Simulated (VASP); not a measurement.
Input of a VASP 6.6.1 run:

File INCAR:

```
PREC = Accurate ; ENCUT = 520
EDIFF = 1E-7 ; ISMEAR = -1
SIGMA = 0.05 ; LREAL = False
LASPH = True ; NELM = 80
ALGO = Normal ; ISIF = 2
LWAVE = False ; LCHARG = True
GGA = PS ; IVDW = 12
LELF = True ; LVHAR = True
NBANDS = 25
```

The input KPOINTS:

```
regular mesh
0
Gamma
  10 10 5
```

POSCAR

```
CuO
1.0
    2.3418500000     -1.7113000000      0.0000000000
    2.3418500000      1.7113000000      0.0000000000
   -0.8500274268      0.0000000000      5.0578693947
Cu O
2 2
Direct
    0.5000000000      0.0000000000      0.5000000000
    0.0000000000      0.5000000000      0.0000000000
    0.4184000000      0.5816000000      0.7500000000
    0.5816000000      0.4184000000      0.2500000000
```

Potentials or basis: VASP PAW PBE potentials, release 64 (Cu, O).

Run with:

```bash
$ cat potpaw_PBE.64/Cu/POTCAR potpaw_PBE.64/O/POTCAR > POTCAR
$ mpirun -np 1 vasp_std > vasp.out
```

Q: What does it give for the dispersion energy per atom?

A: -0.235 eV.

Q: What does it give for the pressure?

A: -5.9 GPa.

Stress tensor (GPa, compression positive):
```
-6.29  0.00 -0.58
 0.00 -3.75  0.00
-0.58  0.00 -7.63
```

Caveat: three body term missing; the PAW data sets were made with another functional, which shifts forces and pressure a little; pairwise dispersion overbinds metals, which lowers pressure and volume.
